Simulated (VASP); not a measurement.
# Si (P6/mmm) in VASP: further runs

Si is run at these levels: r2SCAN; tasks: single point.

Everything below comes from runs of VASP 6.6.1. Logs are shortened: lines on timing, memory, paths and dates and some standing lists are left out, and cuts for length are marked.

## 1. The cell of the first run

Symmetry: P6/mmm, No. 191, hexagonal system. Conventional cell: a = 2.775 Å, b = 2.775 Å, c = 2.238 Å, α = 90.00°, β = 90.00°, γ = 120.00°. Within 3.0 Å of Si (site symmetry 6/mmm) lie 8 Si at 2.24 to 2.78 Å.

This isn't the form of Si at room conditions, which is diamond.

## 2. Single point, r2SCAN

The input, POSCAR:

```
Si
1.0
    2.7753500011      0.0000000000      0.0000000000
   -1.3876750006      2.4035236053      0.0000000000
    0.0000000000      0.0000000000      2.2377285858
Si
1
Direct
    0.0000000000      0.0000000000      0.0000000000
```

The input, INCAR.step1:

```
SYSTEM = Si
ALGO     = Normal         ! electronic algorithm
EDIFF    = 1E-4           ! SCF threshold, eV
ENCUT    = 520            ! plane-wave cutoff, eV
GGA      = PE             ! functional
ISMEAR   = 0              ! smearing method
LASPH    = .TRUE.         ! aspherical terms in the spheres
LCHARG   = .FALSE.        ! write CHGCAR
LREAL    = .FALSE.        ! projectors in reciprocal space
LWAVE    = .TRUE.         ! write WAVECAR
NBANDS   = 8              ! bands
NELM     = 80             ! most SCF steps
PREC     = Accurate       ! precision mode
SIGMA    = 0.15           ! smearing width, eV
```

The input, INCAR.step2:

```
SYSTEM = Si
ALGO     = Normal         ! electronic algorithm
EDIFF    = 1E-6           ! SCF threshold, eV
ENCUT    = 520            ! plane-wave cutoff, eV
ISIF     = 2              ! what is computed and relaxed
ISMEAR   = 0              ! smearing method
ISTART   = 1            
LASPH    = .TRUE.         ! aspherical terms in the spheres
LCHARG   = .FALSE.        ! write CHGCAR
LMIXTAU  = .TRUE.       
LREAL    = .FALSE.        ! projectors in reciprocal space
LWAVE    = .FALSE.        ! write WAVECAR
METAGGA  = R2SCAN         ! meta-GGA
NBANDS   = 8              ! bands
NELM     = 80             ! most SCF steps
PREC     = Accurate       ! precision mode
SIGMA    = 0.15           ! smearing width, eV
```

The input, KPOINTS:

```
k-points
0
G
  30 30 26
  0 0 0
```

Potentials or basis: VASP PAW PBE potentials, release 64 (Si).

The run is started by

```bash
> cat potpaw_PBE.64/Si/POTCAR > POTCAR
> cp INCAR.step1 INCAR
> mpirun -np 1 vasp_std > vasp.out
> cp INCAR.step2 INCAR
> mpirun -np 1 vasp_std > vasp.out
```

OUTCAR:

```text
SYSTEM = Si
   EDIFF = 1E-6
   ENCUT = 520
   ISIF = 2
   ISMEAR = 0
   ISTART = 1
   LASPH = .TRUE.
   LREAL = .FALSE.
   METAGGA = R2SCAN
   NELM = 80
   PREC = Accurate

 ion  position               nearest neighbor table
   1  0.000  0.000  0.000-

  LATTYP: Found a hexagonal cell.
 ALAT       =     2.7753500011
 C/A-ratio  =     0.8062869854

  Lattice vectors:

 A1 = (   2.7753500011,   0.0000000000,   0.0000000000)
 A2 = (  -1.3876750006,   2.4035236053,   0.0000000000)
 A3 = (   0.0000000000,   0.0000000000,   2.2377285858)

Analysis of symmetry for initial positions (statically):
=====================================================================
 Subroutine PRICEL returns:
 Original cell was already a primitive cell.

 Routine SETGRP: Setting up the symmetry group for a
 hexagonal supercell.

 Subroutine GETGRP returns: Found 24 space group operations
 (whereof 24 operations were pure point group operations)
 out of a pool of 24 trial point group operations.

The static configuration has the point symmetry D_6h.

Analysis of symmetry for dynamics (positions and initial velocities):
=====================================================================
 Subroutine PRICEL returns:
 Original cell was already a primitive cell.

 Routine SETGRP: Setting up the symmetry group for a
 hexagonal supercell.

 Subroutine GETGRP returns: Found 24 space group operations
 (whereof 24 operations were pure point group operations)
 out of a pool of 24 trial point group operations.

The dynamic configuration has the point symmetry D_6h.

 Subroutine INISYM returns: Found 24 space group operations
 (whereof 24 operations are pure point group operations),
 and found     1 'primitive' translations

----------------------------------------------------------------------------------------

                                     Primitive cell

  volume of cell :      14.9270

  direct lattice vectors                    reciprocal lattice vectors
     2.775350001  0.000000000  0.000000000     0.360314915  0.208027913  0.000000000
    -1.387675001  2.403523605  0.000000000     0.000000000  0.416055826  0.000000000
     0.000000000  0.000000000  2.237728586     0.000000000  0.000000000  0.446881720

  length of vectors
     2.775350001  2.775350001  2.237728586     0.416055826  0.416055826  0.446881720

  position of ions in fractional coordinates (direct lattice)
     0.000000000  0.000000000  0.000000000

  ion indices of the primitive-cell ions
   primitive index   ion index
                 1           1

----------------------------------------------------------------------------------------

 KPOINTS: k-points

Automatic generation of k-mesh.
 Grid dimensions read from file:
 generate k-points for:   30   30   26

 Generating k-lattice:

  Cartesian coordinates                     Fractional coordinates (reciprocal lattice)
     0.012010497  0.006934264  0.000000000     0.033333333  0.000000000  0.000000000
     0.000000000  0.013868528  0.000000000     0.000000000  0.033333333  0.000000000
     0.000000000  0.000000000  0.017187758     0.000000000  0.000000000  0.038461538

  Length of vectors
     0.013868528  0.013868528  0.017187758

  Shift w.r.t. Gamma in fractional coordinates (k-lattice)
     0.000000000  0.000000000  0.000000000

 Subroutine IBZKPT returns following result:
 ===========================================

 Found   1274 irreducible k-points:

 Following reciprocal coordinates:
            Coordinates               Weight
  0.000000  0.000000  0.000000      1.000000
  0.033333  0.000000  0.000000      6.000000
  0.066667  0.000000  0.000000      6.000000
  0.100000  0.000000  0.000000      6.000000
  0.133333  0.000000  0.000000      6.000000
  0.166667 -0.000000  0.000000      6.000000
[... 16 lines left out ...]
  0.233333  0.033333  0.000000     12.000000
  0.266667  0.033333  0.000000     12.000000
 [... further k-points ...]
   k-points           NKPTS =   1274   k-points in BZ     NKDIM =   1274   number of bands    NBANDS=      8
   number of dos      NEDOS =    301   number of ions     NIONS =      1
   total plane-waves  NPLWV =  10368
   dimension x,y,z NGX =    24 NGY =   24 NGZ =   18
   dimension x,y,z NGXF=    48 NGYF=   48 NGZF=   36
   ions per type =               1
   NGX,Y,Z   is equivalent  to a cutoff of  14.38, 14.38, 13.37 a.u.
   NGXF,Y,Z  is equivalent  to a cutoff of  28.75, 28.75, 26.75 a.u.
 SYSTEM =  Si
   PREC   = accura    normal or accurate (medium, high low for compatibility)
   ISTART =      1    job   : 0-new  1-cont  2-samecut
   ICHARG =      0    charge: 1-file 2-atom 10-const
   ISPIN  =      1    spin polarized calculation?
   LNONCOLLINEAR =      F non collinear calculations
   LSORBIT =      F    spin-orbit coupling
   LASPH  =      T    aspherical Exc in radial PAW
   ENCUT  =  520.0 eV  38.22 Ry    6.18 a.u.   5.16  5.16  4.16*2*pi/ulx,y,z
   NELM   =     80;   NELMIN=  2; NELMDL=  0     # of ELM steps
   EDIFF  = 0.1E-05   stopping-criterion for ELM
   LREAL  =      F    real-space projection
   EDIFFG = 0.1E-04   stopping-criterion for IOM
   NSW    =      0    number of steps for IOM
   IBRION =     -1    ionic relax: 0-MD 1-quasi-New 2-CG
   NFREE  =      0    steps in history (QN), initial steepest desc. (CG)
   ISIF   =      2    stress and relaxation
   ISYM   =      2    0-nonsym 1-usesym 2-fastsym
   POTIM  = 0.5000    time-step for ionic-motion
   TEBEG  =    0.0;   TEEND  =   0.0 temperature during run
   PSTRESS=    0.0 pullay stress
   NELECT =       4.0000    total number of electrons
   NUPDOWN=      -1.0000    fix difference up-down
   EMIN   =  10.00;   EMAX   =-10.00  energy-range for DOS
   EFERMI =   0.00;   METHOD = LEGACY
   ISMEAR =     0;   SIGMA  =   0.15  broadening in eV -4-tet -1-fermi 0-gaus
   EFERMI_NEDOS =   21; number of points for ismear=-14 and -15
   IALGO  =     38    algorithm
   IMIX   =      4    mixing-type and parameters
     AMIX     =   0.40;   BMIX     =  1.00
     AMIX_MAG =   1.60;   BMIX_MAG =  1.00
  volume/ion in A,a.u.               =      14.93       100.73
  Fermi-wavevector in a.u.,A,eV,Ry     =   1.055448  1.994508 15.156498  1.113971
  Thomas-Fermi vector in A             =   2.190647
   LORBIT       =      0    0 simple, 1 ext, 2 COOP (PROOUT), +10 PAW based schemes
   METAGGA = R2SCAN    functional components
   LHFCALC =     F    Hartree Fock is set to
   AEXX    =    0.0000 exact exchange contribution
   IVDW    =     0    specifies the selected vdW correction
   LEPSILON=     F    determine dielectric tensor
   LRPA    =     F    only Hartree local field effects (RPA)
 non-spin polarized calculation
 Gauss-broadening in eV      SIGMA  =   0.15
  energy-cutoff  :      520.00
  volume of cell :       14.93
 maximum number of plane-waves:       414
 NGX is ok and might be reduce to    24

 number of electron       4.0000000 magnetization

 Free energy of the ion-electron system (eV)
  ---------------------------------------------------
  ext. energy  EPLUGINS =         0.00000000
  ---------------------------------------------------
  free energy    TOTEN  =        -8.13030080 eV

  energy without entropy =       -8.12682079  energy(sigma->0) =       -8.12856079

 E-fermi :   9.4234     XC(G=0): -11.5872

 val. band max:        9.4164667712   @ k =   0.1667   0.1667   0.3077
 cond. band min:       9.4236723173   @ k =   0.3333   0.2000   0.2692
 fundamental gap:      0.0072055461
 Fermi energy:         9.4234117459

 k-point     1 :       0.0000    0.0000    0.0000
  band No.  band energies     occupation
      1      -5.3248      2.00000
      2      17.2898      0.00000
      3      17.2898      0.00000
      4      17.8353      0.00000
      5      20.7071      0.00000
      6      20.7071      0.00000
      7      23.4185      0.00000
      8      26.1912      0.00000

 k-point     2 :       0.0333    0.0000    0.0000
  band No.  band energies     occupation
      1      -5.2958      2.00000
      2      16.5583      0.00000
      3      17.1395      0.00000
      4      18.3783      0.00000
      5      20.6395      0.00000
      6      20.9095      0.00000
      7      23.4419      0.00000
      8      26.5122      0.00000

 k-point     3 :       0.0667    0.0000    0.0000
  band No.  band energies     occupation
      1      -5.2088      2.00000
      2      15.5042      0.00000
      3      16.7673      0.00000
      4      18.7388      0.00000
      5      20.6722      0.00000
      6      21.4380      0.00000
      7      23.5122      0.00000
      8      27.3659      0.00000

 k-point     4 :       0.1000    0.0000    0.0000
  band No.  band energies     occupation
      1      -5.0640      2.00000
      2      14.3643      0.00000
      3      16.2971      0.00000
      4      18.5739      0.00000
      5      21.0963      0.00000
      6      22.1681      0.00000
      7      23.6291      0.00000
      8      28.5594      0.00000

 k-point     5 :       0.1333    0.0000    0.0000
  band No.  band energies     occupation
      1      -4.8615      2.00000
      2      13.1778      0.00000
      3      15.8036      0.00000
      4      18.1423      0.00000
      5      21.7433      0.00000
      6      23.0246      0.00000
      7      23.7923      0.00000
      8      29.9387      0.00000
[... 177 lines left out ...]
 k-point    22 :       0.2000    0.0333    0.0000
  band No.  band energies     occupation
      1      -4.0843      2.00000
      2      10.1718      0.00000
      3      14.2176      0.00000
      4      17.4222      0.00000
      5      23.3102      0.00000
      6      24.4163      0.00000
      7      25.6548      0.00000
      8      33.1012      0.00000

 k-point    23 :       0.2333    0.0333    0.0000
  band No.  band energies     occupation
      1      -3.6840      2.00000
      2       8.9969      1.99994
      3      13.8054      0.00000
      4      17.0203      0.00000
      5      24.0739      0.00000
      6      24.7356      0.00000
      7      26.7015      0.00000
      8      33.8363      0.00000

 k-point    24 :       0.2667    0.0333    0.0000
  band No.  band energies     occupation
      1      -3.2292      2.00000
      2       7.8506      2.00000
      3      13.4429      0.00000
      4      16.6624      0.00000
      5      24.8216      0.00000
      6      25.0962      0.00000
      7      27.7968      0.00000
      8      34.1838      0.00000

 [... further k-points ...]
[... 5 lines left out ...]
  --------------------------------------------------------------------------------------
  -------------------------------------------------------------------------------------
  Total       -0.8656115     -0.8656115      3.7823214      0.0000000     -0.0000000      0.0000000
  in kB      -92.9094784    -92.9094784    405.9714102      0.0000000     -0.0000000      0.0000000
  external PRESSURE =      73.3841512 kB  Pullay stress =       0.0000000 kB

 VOLUME and BASIS-vectors are now :
 -----------------------------------------------------------------------------
  energy-cutoff  :      520.00
  volume of cell :       14.93
      direct lattice vectors                 reciprocal lattice vectors
     2.775350001  0.000000000  0.000000000     0.360314915  0.208027913  0.000000000
    -1.387675001  2.403523605  0.000000000     0.000000000  0.416055826  0.000000000
     0.000000000  0.000000000  2.237728586     0.000000000  0.000000000  0.446881720

 POSITION                                       TOTAL-FORCE (eV/Angst)
 -----------------------------------------------------------------------------------
      0.00000      0.00000      0.00000         0.000000      0.000000      0.000000
 -----------------------------------------------------------------------------------
    total drift:                                0.000000      0.000000     -0.000000

  FREE ENERGIE OF THE ION-ELECTRON SYSTEM (eV)
  ---------------------------------------------------
  free  energy   TOTEN  =        -8.1303007978 eV

  energy  without entropy=       -8.1268207877  energy(sigma->0) =       -8.12856079
```

It took 7.2 min on 1 thread of AMD EPYC 7R43 (Zen 3), shared host; peak memory 0.2 GiB.

Results:

```yaml
Free_energy: -8.1303 eV
Pressure: 7.3 GPa
Band_gap_on_the_k_mesh: zero (bands 2 and 3 overlap by 13.03 eV)
```

Levels at points of the mesh, in eV from the Fermi level:
```csv
k point,band 1,band 2,band 3,band 4,band 5,band 6
"(0.00, 0.00, 0.00)",-14.75,7.87,7.87,8.41,11.28,11.28
"(0.50, 0.00, 0.00)",-9.17,-7.24,3.43,5.59,18.12,18.74
"(0.00, 0.00, 0.50)",-7.41,-7.20,13.76,13.76,14.58,14.58
"(0.50, 0.00, 0.50)",-3.24,-1.35,-0.58,2.02,9.29,11.26
```

Caveat: the stress differs along the axes, from -9 to 41 GPa; the PAW data sets were made with another functional, which shifts forces and pressure a little.

## 3. Single point, r2SCAN

This run uses another cell than the first one, of the same volume but with other edges.

The input, POSCAR:

```
Si
1.0
    2.4739845698      0.0000000000      0.0000000000
   -1.2369922849      2.1425334860      0.0000000000
    0.0000000000      0.0000000000      2.8161057328
Si
1
Direct
    0.0000000000      0.0000000000      0.0000000000
```

The input, INCAR.step1:

```
PREC = Accurate ; ENCUT = 520
ISMEAR = 0 ; SIGMA = 0.15
LREAL = F ; LASPH = T
NELM = 100 ; NBANDS = 8
GGA = PE ; ALGO = Normal
EDIFF = 1E-4 ; LWAVE = T
LCHARG = F
```

The input, INCAR.step2:

```
PREC = Accurate ; ENCUT = 520
EDIFF = 1E-6 ; ISMEAR = 0
SIGMA = 0.15 ; LREAL = F
LASPH = T ; NELM = 100
ALGO = Normal ; ISIF = 2
LWAVE = F ; LCHARG = T
METAGGA = R2SCAN ; LMIXTAU = T
LELF = T ; LVHAR = T
NBANDS = 8 ; ISTART = 1
```

The input, KPOINTS:

```
regular mesh
0
Gamma
  30 30 26
```

Potentials or basis: VASP PAW PBE potentials, release 64 (Si).

The run is started by

```bash
> cat potpaw_PBE.64/Si/POTCAR > POTCAR
> cp INCAR.step1 INCAR
> mpirun -np 1 vasp_std > vasp.out
> cp INCAR.step2 INCAR
> mpirun -np 1 vasp_std > vasp.out
```

It took 6 min on 1 thread of AMD EPYC 7R43 (Zen 3), shared host; peak memory 0.19 GiB.

It converged, with:

* Free energy: -8.0978 eV
* Pressure: 4.4 GPa
* Band gap on the k mesh: zero (bands 2 and 3 overlap by 8.17 eV)

Stress tensor (GPa, compression positive):
```
 15.40   0.00   0.00
  0.00  15.40   0.00
  0.00   0.00 -17.47
```

Levels at points of the mesh, in eV from the Fermi level:
```csv
k point,band 1,band 2,band 3,band 4,band 5,band 6
"(0.00, 0.00, 0.00)",-15.04,2.87,5.28,14.82,14.82,14.92
"(0.50, 0.00, 0.00)",-7.09,-6.63,7.92,8.10,9.48,11.26
"(0.00, 0.00, 0.50)",-12.15,-7.65,16.20,16.20,16.89,16.89
"(0.50, 0.00, 0.50)",-4.97,-3.11,-0.87,1.96,9.96,12.97
```

Caveat: the stress differs along the axes, from -17 to 15 GPa; the PAW data sets were made with another functional, which shifts forces and pressure a little.
